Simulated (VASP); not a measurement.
# W (Fm-3m) in VASP: a series of runs, part 2 of 2

VASP 6.6.1. The steps go on from the part before.

### 4 Single point, PBE

This run uses another cell than the first one, of 16.40 Å³/atom, 1.043 times its volume.

File INCAR:

```
PREC = Accurate
ENCUT = 500
EDIFF = 1E-6
ISMEAR = -1
SIGMA = 0.05
LREAL = False
LASPH = True
NELM = 120
ALGO = Normal
ISIF = 2
LWAVE = False
LCHARG = False
GGA = PE
NBANDS = 13
GGA_COMPAT = False
```

File KPOINTS:

```
Automatic mesh
0
Gamma
  10 10 10
```

File POSCAR:

```
W
1.0
    0.0000000000      2.0163754284      2.0163754284
    2.0163754284      0.0000000000      2.0163754284
    2.0163754284      2.0163754284      0.0000000000
W
1
Direct
    0.0000000000      0.0000000000      0.0000000000
```

Potentials or basis: VASP PAW PBE potentials, release 64 (W_sv).

Command:

```console
$ cat potpaw_PBE.64/W_sv/POTCAR > POTCAR
$ mpirun -np 1 vasp_std > vasp.out
```

OUTCAR:

```text
PREC = Accurate
   ENCUT = 500
   EDIFF = 1E-6
   ISMEAR = -1
   LREAL = False
   LASPH = True
   NELM = 120
   ISIF = 2
   GGA = PE

 ion  position               nearest neighbor table
   1  0.000  0.000  0.000-

  LATTYP: Found a face centered cubic cell.
 ALAT       =     4.0327508568

  Lattice vectors:

 A1 = (   0.0000000000,   2.0163754284,   2.0163754284)
 A2 = (   2.0163754284,   0.0000000000,   2.0163754284)
 A3 = (   2.0163754284,   2.0163754284,   0.0000000000)

Analysis of symmetry for initial positions (statically):
=====================================================================
 Subroutine PRICEL returns:
 Original cell was already a primitive cell.

 Routine SETGRP: Setting up the symmetry group for a
 face centered cubic supercell.

 Subroutine GETGRP returns: Found 48 space group operations
 (whereof 48 operations were pure point group operations)
 out of a pool of 48 trial point group operations.

The static configuration has the point symmetry O_h .

Analysis of symmetry for dynamics (positions and initial velocities):
=====================================================================
 Subroutine PRICEL returns:
 Original cell was already a primitive cell.

 Routine SETGRP: Setting up the symmetry group for a
 face centered cubic supercell.

 Subroutine GETGRP returns: Found 48 space group operations
 (whereof 48 operations were pure point group operations)
 out of a pool of 48 trial point group operations.

The dynamic configuration has the point symmetry O_h .

 Subroutine INISYM returns: Found 48 space group operations
 (whereof 48 operations are pure point group operations),
 and found     1 'primitive' translations

----------------------------------------------------------------------------------------
[... 114 lines left out ...]
  Thomas-Fermi vector in A             =   2.657390
   LORBIT       =      0    0 simple, 1 ext, 2 COOP (PROOUT), +10 PAW based schemes
   GGA     = PE    functional components
   LHFCALC =     F    Hartree Fock is set to
   AEXX    =    0.0000 exact exchange contribution
   IVDW    =     0    specifies the selected vdW correction
   LEPSILON=     F    determine dielectric tensor
   LRPA    =     F    only Hartree local field effects (RPA)
 non-spin polarized calculation
  energy-cutoff  :      500.00
  volume of cell :       16.40
 maximum number of plane-waves:       444
 NGX is ok and might be reduce to    24
   NGX = 11   NGY = 11   NGZ = 11

 number of electron      14.0000002 magnetization

 Free energy of the ion-electron system (eV)
  ---------------------------------------------------
  ext. energy  EPLUGINS =         0.00000000
  ---------------------------------------------------
  free energy    TOTEN  =       -12.46834264 eV

  energy without entropy =      -12.45934948  energy(sigma->0) =      -12.46384606

 E-fermi :  10.4697     XC(G=0): -13.4423

 val. band max:       10.4355821432   @ k =  -0.1000   0.1000   0.0000
 cond. band min:      10.5527177511   @ k =   0.5000   0.1000   0.0000
 fundamental gap:      0.1171356079
 Fermi energy:        10.4697395084

 k-point     1 :       0.0000    0.0000    0.0000
  band No.  band energies     occupation
      1     -63.1808      2.00000
      2     -26.8094      2.00000
      3     -26.8094      2.00000
      4     -26.8094      2.00000
      5       1.5050      2.00000
      6       9.9396      1.99995
      7       9.9396      1.99995
      8       9.9396      1.99995
      9      13.0672      0.00000
     10      13.0672      0.00000
     11      23.2908      0.00000
     12      28.5128      0.00000
     13      28.5128      0.00000
[... 354 lines left out ...]
  band No.  band energies     occupation
      1     -63.0671      2.00000
      2     -27.6888      2.00000
      3     -27.1676      2.00000
      4     -27.1301      2.00000
      5       5.5203      2.00000
      6       6.7697      2.00000
      7      10.3697      1.76156
      8      13.2330      0.00000
      9      14.6856      0.00000
     10      15.3776      0.00000
     11      24.1901      0.00000
     12      26.0445      0.00000
     13      27.6775      0.00000

 [... further k-points ...]

------------------------ aborting loop because EDIFF is reached ----------------------------------------

  FORCE on cell =-STRESS in cart. coord.  units (eV):
  Direction    XX          YY          ZZ          XY          YZ          ZX
  --------------------------------------------------------------------------------------
  -------------------------------------------------------------------------------------
  Total        0.1876642      0.1876642      0.1876642      0.0000000     -0.0000000      0.0000000
  in kB       18.3378238     18.3378238     18.3378238      0.0000000     -0.0000000      0.0000000
  external PRESSURE =      18.3378238 kB  Pullay stress =       0.0000000 kB

 VOLUME and BASIS-vectors are now :
 -----------------------------------------------------------------------------
  energy-cutoff  :      500.00
  volume of cell :       16.40
      direct lattice vectors                 reciprocal lattice vectors
     0.000000000  2.016375428  2.016375428    -0.247969695  0.247969695  0.247969695
     2.016375428  0.000000000  2.016375428     0.247969695 -0.247969695  0.247969695
     2.016375428  2.016375428  0.000000000     0.247969695  0.247969695 -0.247969695

 POSITION                                       TOTAL-FORCE (eV/Angst)
 -----------------------------------------------------------------------------------
      0.00000      0.00000      0.00000         0.000000      0.000000      0.000000
 -----------------------------------------------------------------------------------
    total drift:                                0.000000      0.000000     -0.000000

  FREE ENERGIE OF THE ION-ELECTRON SYSTEM (eV)
  ---------------------------------------------------
  free  energy   TOTEN  =       -12.4683426382 eV

  energy  without entropy=      -12.4593494771  energy(sigma->0) =      -12.46384606
```

OSZICAR:

```text
N       E                     dE             d eps       ncg     rms          rms(c)
DAV:   1     0.839781701641E+02    0.83978E+02   -0.73780E+03  1222   0.120E+03
DAV:   2    -0.114869300653E+02   -0.95465E+02   -0.91650E+02  1352   0.315E+02
DAV:   3    -0.130919688881E+02   -0.16050E+01   -0.15986E+01  1382   0.394E+01
DAV:   4    -0.130989781138E+02   -0.70092E-02   -0.70091E-02  1302   0.285E+00
DAV:   5    -0.130990378546E+02   -0.59741E-04   -0.59740E-04  1412   0.252E-01    0.190E+01
DAV:   6    -0.125972740216E+02    0.50176E+00   -0.42839E-01  1297   0.869E+00    0.739E+00
DAV:   7    -0.124725241353E+02    0.12475E+00   -0.20802E-01  1337   0.572E+00    0.574E-01
DAV:   8    -0.124684448911E+02    0.40792E-02   -0.41970E-03  1247   0.848E-01    0.926E-02
DAV:   9    -0.124683432548E+02    0.10164E-03   -0.13482E-04  1402   0.135E-01    0.348E-02
DAV:  10    -0.124683420941E+02    0.11608E-05   -0.13591E-05  1312   0.478E-02    0.172E-03
DAV:  11    -0.124683426382E+02   -0.54413E-06   -0.25117E-07   836   0.669E-03
   1 F= -.12468343E+02 E0= -.12463846E+02  d E =-.899316E-02
```

stdout:

```text
POSCAR found type information on POSCAR W
 POSCAR found :  1 types and       1 ions
 scaLAPACK will be used
 LDA part: xc-table for (Slater+PW92), standard interpolation
 POSCAR, INCAR and KPOINTS ok, starting setup
 FFT: planning ... GRIDC
 FFT: planning ... GRID_SOFT
 FFT: planning ... GRID
 WAVECAR not read
 entering main loop
```

It took 5 s on 1 thread of Intel Xeon Platinum 8375C at 2.90GHz (Ice Lake), shared host; peak memory 0.14 GiB.

Results:

- Free energy: -12.4683 eV
- Pressure: 1.8 GPa
- Band gap on the k mesh: zero (band 7 reaches 13.55 eV, above the bottom of band 8 at 9.94 eV)

Caveat: spin-orbit coupling is left out, which moves the levels of the heavy elements.

### 5 Overview

| cell | gap on the mesh (eV) | pressure (GPa) |
| --- | --- | --- |
| a = 2.812 Å, angles 60.0°, 1 atom | none | 15.1 |
| a = 2.832 Å, angles 60.0°, 1 atom | none | 8.1 |
| a = 2.852 Å, angles 60.0°, 1 atom | none | 1.8 |

Alike in all rows: task single point; level PBE; potentials or basis VASP PAW PBE potentials, release 64 (W_sv); no spin polarisation; k mesh 10 × 10 × 10; cutoff (eV) 500; smearing fermi-dirac 0.05 eV.

Caveats: spin-orbit coupling is left out, which moves the levels of the heavy elements.

Total energies depend on the potentials used, so only differences within one code and one set of settings carry meaning.
